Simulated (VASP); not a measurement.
**TaN: single point with PBE+D3(BJ)**

TaN:

```
CELL_PARAMETERS angstrom
2.92839 0.00000 0.00000
-1.46420 2.53606 0.00000
0.00000 0.00000 2.88107
ATOMIC_POSITIONS crystal
Ta 0.33333 0.66667 0.50000
N 0.00000 0.00000 0.00000
```

```json
{"Program": "VASP 6.6.1", "Task": "single point", "Functional": "PBE", "Dispersion": "D3(BJ)", "Potentials or basis": "VASP PAW PBE potentials, release 64 (Ta_pv, N)", "Cutoff": "600 eV", "k mesh": "10 × 10 × 8", "Occupations": "gaussian, width 0.05 eV", "Spin": "collinear spin, ferromagnetic start", "Starting moments": "[0.05, 0.0] μB"}
```

```json
{"Pressure": "0.6 GPa", "Band gap on the k mesh": "zero (filled and empty bands overlap)", "Net moment": "0.00 μB per cell", "Valence electrons inside the program's atomic spheres": "Ta 9.02; N 3.73", "Dispersion energy per atom": "-0.469 eV"}
```

Stress tensor (GPa, compression positive):
```
0.58 0.00 0.00
0.00 0.58 0.00
0.00 0.00 0.75
```

Levels at points of the mesh, in eV from the Fermi level:
Spin up:
```
           k point  band 5  band 6  band 7  band 8  band 9  band 10  band 11  band 12
(0.00, 0.00, 0.00)   -4.62   -4.62   -4.29   -2.99    2.25     3.56     3.56     4.00
(0.50, 0.00, 0.00)   -8.36   -5.29   -3.55   -3.23    2.99     4.04     5.21     5.33
(0.00, 0.00, 0.50)   -9.44   -3.80   -3.80   -0.13   -0.13     2.34     3.33     3.33
(0.50, 0.00, 0.50)   -7.41   -6.26   -5.75   -0.40    4.17     5.38     6.04     7.11
```
Spin down:
| k point | band 4 | band 5 | band 6 | band 7 | band 8 | band 9 | band 10 | band 11 | band 12 | band 13 |
| --- | --- | --- | --- | --- | --- | --- | --- | --- | --- | --- |
| (0.00, 0.00, 0.00) | -17.88 | -4.62 | -4.62 | -4.29 | -2.99 | 2.25 | 3.56 | 3.56 | 4.00 | 4.00 |
| (0.50, 0.00, 0.00) | -15.56 | -8.36 | -5.29 | -3.55 | -3.23 | 2.99 | 4.04 | 5.21 | 5.33 | 7.45 |
| (0.00, 0.00, 0.50) | -15.20 | -9.44 | -3.80 | -3.80 | -0.13 | -0.13 | 2.34 | 3.33 | 3.33 | 8.24 |
| (0.50, 0.00, 0.50) | -15.88 | -7.41 | -6.26 | -5.75 | -0.40 | 4.17 | 5.38 | 6.04 | 7.11 | 10.24 |

It took 57 s on 1 thread of Intel Xeon 8259CL, on a shared host, peak memory 0.2 GiB.

Caveat: spin-orbit coupling is left out, which moves the levels of the heavy elements; pairwise dispersion overbinds metals, which lowers pressure and volume.
